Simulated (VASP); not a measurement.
YbBi:

```xyz
4
Lattice="0.0000 4.5948 0.0000 4.5948 0.0000 0.0000 2.2974 2.2974 -5.2771" Properties=species:S:1:pos:R:3 pbc="T T T"
Bi    2.2974    2.2974    0.0000
Bi    4.5948    2.2974   -2.6386
Yb    0.0000    0.0000    0.0000
Yb    2.2974    4.5948   -2.6386
```

* Program: VASP 6.6.1
* Task: relaxation of cell and atoms
* Functional: PBE
* Potentials or basis: VASP PAW PBE potentials, release 64 (Bi_d, Yb)
* Cutoff: 600 eV
* k mesh: 4 × 4 × 4
* Occupations: fermi-dirac, width 0.1 eV
* Spin: collinear spin, zero start
* Starting moments: [0.0, 0.0, 0.0, 0.0] μB

At the start: pressure 3.0 GPa; volume 27.85 Å³/atom.

Q: How do energy, volume and symmetry change on relaxing?

A: Over 6 steps the energy falls by 44.5 meV/atom and the volume is 29.82 Å³/atom (+7.1 %); space group I4_1/amd (No. 141, to 0.1 Å) before and after; moment 0.00 μB per cell.

Step by step:
| step | energy change (eV) | largest force (eV/Å) | pressure (GPa) | volume (Å³) |
| --- | --- | --- | --- | --- |
| 1 | 0.0000 | 0.0000 | 3.01 | 111.41 |
| 2 | -0.1478 | 0.0000 | -0.41 | 119.98 |
| 3 | -0.1449 | 0.0000 | -1.99 | 123.82 |
| 4 | -0.1509 | 0.0000 | -1.02 | 121.40 |
| 5 | -0.1779 | 0.0000 | -0.07 | 119.48 |
| 6 | -0.1781 | 0.0000 | 0.06 | 119.28 |

Final structure:
```
Bi Yb
1.0
     0.00000    4.56453    0.00000
     4.56453    0.00000    0.00000
     2.28226    2.28226   -5.72486
Bi Yb
2 2
Direct
  0.50000 0.50000 0.00000
  0.25000 0.75000 0.50000
  0.00000 0.00000 0.00000
  0.75000 0.25000 0.50000
```

Caveat: the k points lie up to 0.37 Å⁻¹ apart in the final cell, too coarse for converged energies and pressures of a metal.
